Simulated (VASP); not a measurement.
# Pt in VASP: further runs, part 2 of 2

VASP 6.6.1.

## 3. Single point, PBE (16.70 Å³/atom)

This run uses another cell than the first one, of 16.70 Å³/atom.

File INCAR:

```
SYSTEM = Pt
PREC = Accurate ; ENCUT = 520
EDIFF = 1E-6 ; ISMEAR = -1
SIGMA = 0.1 ; LREAL = .False.
LASPH = .True. ; NELM = 80
ALGO = Normal ; ISIF = 2
LWAVE = .False. ; LCHARG = .True.
GGA = PE ; LELF = .True.
LVHAR = .True. ; NBANDS = 17
```

File KPOINTS:

```
Automatic mesh
0
Gamma
  14 14 10
  0 0 0
```

File POSCAR:

```
Pt
1.0
   -2.1372541214      2.4924901351      1.3402253331
    2.4924901351     -2.1372541214      1.3402253331
    2.6007974853      2.6007974853     -0.6896099236
Pt
2
Direct
    0.0160877053      0.9839122947      0.0000000000
    0.7339122947      0.2660877053      0.5000000000
```

Potentials or basis: VASP PAW PBE potentials, release 64 (Pt).

The run is started by

```
cat potpaw_PBE.64/Pt/POTCAR > POTCAR
mpirun -np 1 vasp_std > vasp.out
```

OUTCAR:

```text
SYSTEM = Pt
   PREC = Accurate
   ENCUT = 520
   EDIFF = 1E-6
   ISMEAR = -1
   LREAL = .False.
   LASPH = .True.
   NELM = 80
   ISIF = 2
   GGA = PE

 ion  position               nearest neighbor table
   1  0.016  0.984  0.000-   2 2.63   2 2.63   2 2.72   2 2.72   2 2.72   2 2.72
   2  0.734  0.266  0.500-   1 2.63   1 2.63   1 2.72   1 2.72   1 2.72   1 2.72

  LATTYP: Found a base centered monoclinic cell.
 ALAT       =     2.7271232141
 B/A-ratio  =     2.4008622288
 C/A-ratio  =     1.3722052384
 COS(beta)  =    -0.0000658004

  Lattice vectors:

 A1 = (  -2.1372541214,   2.4924901351,   1.3402253331)
 A2 = (   2.4924901351,  -2.1372541214,   1.3402253331)
 A3 = (   2.6007974853,   2.6007974853,  -0.6896099236)

Analysis of symmetry for initial positions (statically):
=====================================================================
 Subroutine PRICEL returns:
 Original cell was already a primitive cell.

 Routine SETGRP: Setting up the symmetry group for a
 base centered monoclinic supercell.

 Subroutine GETGRP returns: Found  4 space group operations
 (whereof  2 operations were pure point group operations)
 out of a pool of  4 trial point group operations.

The static configuration has the point symmetry C_2 .
 The point group associated with its full space group is C_2h.

Analysis of symmetry for dynamics (positions and initial velocities):
=====================================================================
 Subroutine PRICEL returns:
 Original cell was already a primitive cell.

 Routine SETGRP: Setting up the symmetry group for a
 base centered monoclinic supercell.

 Subroutine GETGRP returns: Found  4 space group operations
 (whereof  2 operations were pure point group operations)
 out of a pool of  4 trial point group operations.

The dynamic configuration has the point symmetry C_2 .
 The point group associated with its full space group is C_2h.

 Subroutine INISYM returns: Found  4 space group operations
 (whereof  2 operations are pure point group operations),
 and found     1 'primitive' translations

----------------------------------------------------------------------------------------

                                     Primitive cell

  volume of cell :      33.4095

  direct lattice vectors                    reciprocal lattice vectors
    -2.137254121  2.492490135  1.340225333    -0.060215811  0.155778841  0.360406771
     2.492490135 -2.137254121  1.340225333     0.155778841 -0.060215811  0.360406771
     2.600797485  2.600797485 -0.689609924     0.185722375  0.185722375 -0.049227003

  length of vectors
     3.546345471  3.546345471  3.742172760     0.397222900  0.397222900  0.267224435

  position of ions in fractional coordinates (direct lattice)
     0.016087705  0.983912295  1.000000000
     0.733912295  0.266087705  0.500000000

  ion indices of the primitive-cell ions
   primitive index   ion index
                 1           1
                 2           2

----------------------------------------------------------------------------------------

 KPOINTS: Automatic mesh

Automatic generation of k-mesh.
 Grid dimensions read from file:
 generate k-points for:   14   14   10

 Generating k-lattice:

  Cartesian coordinates                     Fractional coordinates (reciprocal lattice)
    -0.004301129  0.011127060  0.025743341     0.071428571 -0.000000000  0.000000000
     0.011127060 -0.004301129  0.025743341    -0.000000000  0.071428571  0.000000000
     0.018572237  0.018572237 -0.004922700    -0.000000000 -0.000000000  0.100000000

  Length of vectors
     0.028373064  0.028373064  0.026722444

  Shift w.r.t. Gamma in fractional coordinates (k-lattice)
     0.000000000  0.000000000  0.000000000

 Subroutine IBZKPT returns following result:
 ===========================================

 Found    534 irreducible k-points:

 Following reciprocal coordinates:
            Coordinates               Weight
  0.000000  0.000000  0.000000      1.000000
  0.071429  0.000000 -0.000000      4.000000
  0.142857  0.000000  0.000000      4.000000
  0.214286  0.000000  0.000000      4.000000
  0.285714  0.000000  0.000000      4.000000
  0.357143  0.000000  0.000000      4.000000
[... 16 lines left out ...]
  0.214286  0.142857  0.000000      4.000000
  0.285714  0.142857  0.000000      4.000000
 [... further k-points ...]
   k-points           NKPTS =    534   k-points in BZ     NKDIM =    534   number of bands    NBANDS=     17
   number of dos      NEDOS =    301   number of ions     NIONS =      2
   total plane-waves  NPLWV =  21952
   dimension x,y,z NGX =    28 NGY =   28 NGZ =   28
   dimension x,y,z NGXF=    56 NGYF=   56 NGZF=   56
   ions per type =               2
   NGX,Y,Z   is equivalent  to a cutoff of  13.13, 13.13, 12.44 a.u.
   NGXF,Y,Z  is equivalent  to a cutoff of  26.25, 26.25, 24.88 a.u.
 SYSTEM =  Pt
   PREC   = accura    normal or accurate (medium, high low for compatibility)
   ISTART =      0    job   : 0-new  1-cont  2-samecut
   ICHARG =      2    charge: 1-file 2-atom 10-const
   ISPIN  =      1    spin polarized calculation?
   LNONCOLLINEAR =      F non collinear calculations
   LSORBIT =      F    spin-orbit coupling
   LASPH  =      T    aspherical Exc in radial PAW
   ENCUT  =  520.0 eV  38.22 Ry    6.18 a.u.   6.59  6.59  6.96*2*pi/ulx,y,z
   NELM   =     80;   NELMIN=  2; NELMDL= -5     # of ELM steps
   EDIFF  = 0.1E-05   stopping-criterion for ELM
   LREAL  =      F    real-space projection
   EDIFFG = 0.1E-04   stopping-criterion for IOM
   NSW    =      0    number of steps for IOM
   IBRION =     -1    ionic relax: 0-MD 1-quasi-New 2-CG
   NFREE  =      0    steps in history (QN), initial steepest desc. (CG)
   ISIF   =      2    stress and relaxation
   ISYM   =      2    0-nonsym 1-usesym 2-fastsym
   POTIM  = 0.5000    time-step for ionic-motion
   TEBEG  =    0.0;   TEEND  =   0.0 temperature during run
   PSTRESS=    0.0 pullay stress
   NELECT =      20.0000    total number of electrons
   NUPDOWN=      -1.0000    fix difference up-down
   EMIN   =  10.00;   EMAX   =-10.00  energy-range for DOS
   EFERMI =   0.00;   METHOD = LEGACY
   ISMEAR =    -1;   SIGMA  =   0.10  broadening in eV -4-tet -1-fermi 0-gaus
   EFERMI_NEDOS =   21; number of points for ismear=-14 and -15
   IALGO  =     38    algorithm
   IMIX   =      4    mixing-type and parameters
     AMIX     =   0.40;   BMIX     =  1.00
     AMIX_MAG =   1.60;   BMIX_MAG =  1.00
  volume/ion in A,a.u.               =      16.70       112.73
  Fermi-wavevector in a.u.,A,eV,Ry     =   1.379732  2.607315 25.900859  1.903659
  Thomas-Fermi vector in A             =   2.504674
   LORBIT       =      0    0 simple, 1 ext, 2 COOP (PROOUT), +10 PAW based schemes
   GGA     = PE    functional components
   LHFCALC =     F    Hartree Fock is set to
   AEXX    =    0.0000 exact exchange contribution
   IVDW    =     0    specifies the selected vdW correction
   LEPSILON=     F    determine dielectric tensor
   LRPA    =     F    only Hartree local field effects (RPA)
 non-spin polarized calculation
  energy-cutoff  :      520.00
  volume of cell :       33.41
 maximum number of plane-waves:       916
   NGX = 13   NGY = 13   NGZ = 13

 number of electron      20.0000001 magnetization

 Free energy of the ion-electron system (eV)
  ---------------------------------------------------
  ext. energy  EPLUGINS =         0.00000000
  ---------------------------------------------------
  free energy    TOTEN  =       -11.93839152 eV

  energy without entropy =      -11.86656407  energy(sigma->0) =      -11.90247779

 E-fermi :   9.5939     XC(G=0): -12.8105

 val. band max:        9.5929851496   @ k =   0.5000   0.0000   0.2000
 cond. band min:       9.5955841945   @ k =  -0.4286   0.2857  -0.0000
 fundamental gap:      0.0025990449
 Fermi energy:         9.5939160174

 k-point     1 :       0.0000    0.0000    0.0000
  band No.  band energies     occupation
      1       0.2996      2.00000
      2       3.2987      2.00000
      3       4.2117      2.00000
      4       4.3365      2.00000
      5       5.3048      2.00000
      6       7.4573      2.00000
[... 9 lines left out ...]
     16      26.0120      0.00000
     17      27.1439      0.00000
[... 441 lines left out ...]
 k-point    24 :       0.2857    0.1429    0.0000
  band No.  band energies     occupation
      1       3.3827      2.00000
      2       3.8900      2.00000
      3       4.1162      2.00000
      4       5.2489      2.00000
      5       5.3691      2.00000
      6       6.5680      2.00000
[... 9 lines left out ...]
     16      23.4435      0.00000
     17      26.4633      0.00000

 [... further k-points ...]

------------------------ aborting loop because EDIFF is reached ----------------------------------------

  FORCE on cell =-STRESS in cart. coord.  units (eV):
  Direction    XX          YY          ZZ          XY          YZ          ZX
  --------------------------------------------------------------------------------------
  -------------------------------------------------------------------------------------
  Total       -0.1226277     -0.1226277     -0.1234320     -0.0166673      0.0027631      0.0027631
  in kB       -5.8806916     -5.8806916     -5.9192638     -0.7992906      0.1325075      0.1325078
  external PRESSURE =      -5.8935490 kB  Pullay stress =       0.0000000 kB

 VOLUME and BASIS-vectors are now :
 -----------------------------------------------------------------------------
  energy-cutoff  :      520.00
  volume of cell :       33.41
      direct lattice vectors                 reciprocal lattice vectors
    -2.137254121  2.492490135  1.340225333    -0.060215811  0.155778841  0.360406771
     2.492490135 -2.137254121  1.340225333     0.155778841 -0.060215811  0.360406771
     2.600797485  2.600797485 -0.689609924     0.185722375  0.185722375 -0.049227003

 POSITION                                       TOTAL-FORCE (eV/Angst)
 -----------------------------------------------------------------------------------
      2.41801     -2.06277      1.34023        -0.002919      0.002919     -0.000000
      0.39506      2.56097      0.99542         0.002919     -0.002919      0.000000
 -----------------------------------------------------------------------------------
    total drift:                               -0.000000     -0.000000      0.000000

  FREE ENERGIE OF THE ION-ELECTRON SYSTEM (eV)
  ---------------------------------------------------
  free  energy   TOTEN  =       -11.9383915168 eV

  energy  without entropy=      -11.8665640651  energy(sigma->0) =      -11.90247779
```

Wall time 4.7 min (1 thread of Intel Xeon 8259CL, shared host); peak memory 0.36 GiB.

What came out:

- Free energy: -11.9384 eV
- Pressure: -0.6 GPa
- Largest force: 0.004 eV/Å
- Band gap on the k mesh: zero (bands 10 and 11 overlap by 1.43 eV)

Forces in eV/Å, atoms in the order of the input:
```
Pt  -0.003  0.003  0.000
Pt   0.003 -0.003  0.000
```

Stress tensor (GPa, compression positive):
```
-0.59 -0.08  0.01
-0.08 -0.59  0.01
 0.01  0.01 -0.59
```

Caveat: spin-orbit coupling is left out, which moves the levels of the heavy elements.

## 4. Single point, PBE

This run uses another cell than the first one, of 16.70 Å³/atom.

File INCAR:

```
PREC = Accurate
ENCUT = 520
EDIFF = 1E-7
ISMEAR = -1
SIGMA = 0.1
LREAL = False
LASPH = True
NELM = 60
ALGO = Normal
ISIF = 2
LWAVE = False
LCHARG = False
GGA = PE
ISYM = 0
NBANDS = 17
```

File KPOINTS:

```
regular mesh
0
Gamma
  13 13 9
```

POSCAR is that of step 3.

Potentials or basis: VASP PAW PBE potentials, release 64 (Pt).

The run is started by

```
cat potpaw_PBE.64/Pt/POTCAR > POTCAR
mpirun -np 1 vasp_std > vasp.out
```

OUTCAR:

```text
PREC = Accurate
   ENCUT = 520
   EDIFF = 1E-7
   ISMEAR = -1
   LREAL = False
   LASPH = True
   NELM = 60
   ISIF = 2
   GGA = PE
   ISYM = 0

 ion  position               nearest neighbor table
   1  0.016  0.984  0.000-   2 2.63   2 2.63   2 2.72   2 2.72   2 2.72   2 2.72
   2  0.734  0.266  0.500-   1 2.63   1 2.63   1 2.72   1 2.72   1 2.72   1 2.72

IMPORTANT INFORMATION: All symmetrisations will be switched off!
NOSYMM: (Re-)initialisation of all symmetry stuff for point group C_1.

[... 630 lines left out ...]
------------------------ aborting loop because EDIFF is reached ----------------------------------------

  FORCE on cell =-STRESS in cart. coord.  units (eV):
  Direction    XX          YY          ZZ          XY          YZ          ZX
  --------------------------------------------------------------------------------------
  -------------------------------------------------------------------------------------
  Total       -0.1045037     -0.1045067     -0.0890343     -0.0081017      0.0038110      0.0038104
  in kB       -5.0115456     -5.0116914     -4.2696980     -0.3885239      0.1827595      0.1827297
  external PRESSURE =      -4.7643117 kB  Pullay stress =       0.0000000 kB

 VOLUME and BASIS-vectors are now :
 -----------------------------------------------------------------------------
  energy-cutoff  :      520.00
  volume of cell :       33.41
      direct lattice vectors                 reciprocal lattice vectors
    -2.137254121  2.492490135  1.340225333    -0.060215811  0.155778841  0.360406771
     2.492490135 -2.137254121  1.340225333     0.155778841 -0.060215811  0.360406771
     2.600797485  2.600797485 -0.689609924     0.185722375  0.185722375 -0.049227003

 POSITION                                       TOTAL-FORCE (eV/Angst)
 -----------------------------------------------------------------------------------
      2.41801     -2.06277      1.34023         0.001679     -0.001679     -0.000000
      0.39506      2.56097      0.99542        -0.001679      0.001679      0.000000
 -----------------------------------------------------------------------------------
    total drift:                               -0.000003      0.000003      0.000000

  FREE ENERGIE OF THE ION-ELECTRON SYSTEM (eV)
  ---------------------------------------------------
  free  energy   TOTEN  =       -11.9313779245 eV

  energy  without entropy=      -11.8539137398  energy(sigma->0) =      -11.89264583
```

OSZICAR:

```text
N       E                     dE             d eps       ncg     rms          rms(c)
DAV:   1     0.102734825635E+03    0.10273E+03   -0.10148E+04 26186   0.111E+03
DAV:   2    -0.108266262466E+02   -0.11356E+03   -0.10758E+03 28151   0.242E+02
DAV:   3    -0.127345959791E+02   -0.19080E+01   -0.18910E+01 31583   0.314E+01
DAV:   4    -0.127457093611E+02   -0.11113E-01   -0.11112E-01 29733   0.255E+00
DAV:   5    -0.127458392664E+02   -0.12991E-03   -0.12990E-03 31710   0.285E-01    0.142E+01
DAV:   6    -0.119936048255E+02    0.75223E+00   -0.14713E+00 28395   0.987E+00    0.751E+00
DAV:   7    -0.119375993892E+02    0.56005E-01   -0.15628E-01 31926   0.316E+00    0.324E+00
DAV:   8    -0.119317140071E+02    0.58854E-02   -0.12768E-02 28378   0.841E-01    0.606E-01
DAV:   9    -0.119313617610E+02    0.35225E-03   -0.43752E-04 28043   0.163E-01    0.964E-02
DAV:  10    -0.119313781705E+02   -0.16409E-04   -0.23873E-05 31661   0.336E-02    0.167E-02
DAV:  11    -0.119313785102E+02   -0.33971E-06   -0.12893E-06 29746   0.119E-02    0.116E-02
DAV:  12    -0.119313781356E+02    0.37456E-06   -0.41350E-07 24242   0.784E-03    0.476E-03
DAV:  13    -0.119313779757E+02    0.15999E-06   -0.53624E-08 14487   0.239E-03    0.130E-03
DAV:  14    -0.119313779245E+02    0.51138E-07   -0.63211E-09 14165   0.638E-04
   1 F= -.11931378E+02 E0= -.11892646E+02  d E =-.774642E-01
```

It took 7.1 min on 1 thread of AMD EPYC 7R13, shared host; peak memory 0.43 GiB.

Results:

```yaml
Free_energy: -11.9314 eV
Pressure: -0.5 GPa
Band_gap_on_the_k_mesh: zero (bands 10 and 11 overlap by 1.57 eV)
```

Forces in eV/Å, atoms in the order of the input:
```
Pt   0.002 -0.002  0.000
Pt  -0.002  0.002  0.000
```

Levels at points of the mesh, in eV from the Fermi level:
| k point | band 8 | band 9 | band 10 | band 11 | band 12 | band 13 |
| --- | --- | --- | --- | --- | --- | --- |
| (0.00, 0.00, 0.00) | -1.66 | -0.85 | -0.46 | 0.73 | 3.51 | 7.28 |

Caveat: spin-orbit coupling is left out, which moves the levels of the heavy elements.

## 5. Summary

| cell | k mesh | gap on the mesh (eV) | pressure (GPa) |
| --- | --- | --- | --- |
| a = 3.498, b = 3.498, c = 3.692 Å, angles 90.0, 90.0, 134.8°, 2 atoms | 14 × 14 × 10 | none | 9.4 |
| a = 3.546, b = 3.546, c = 3.742 Å, angles 90.0, 90.0, 134.8°, 2 atoms | 14 × 14 × 10 | none | -0.6 |
| a = 3.546, b = 3.546, c = 3.742 Å, angles 90.0, 90.0, 134.8°, 2 atoms | 13 × 13 × 9 | none | -0.5 |

Alike in all rows: task single point; level PBE; potentials or basis VASP PAW PBE potentials, release 64 (Pt); no spin polarisation; cutoff (eV) 520; smearing fermi-dirac 0.1 eV.

Caveats: spin-orbit coupling is left out, which moves the levels of the heavy elements; the cell stands under pressure (at least some runs).

Absolute energies hang on the potentials; compare differences alone.
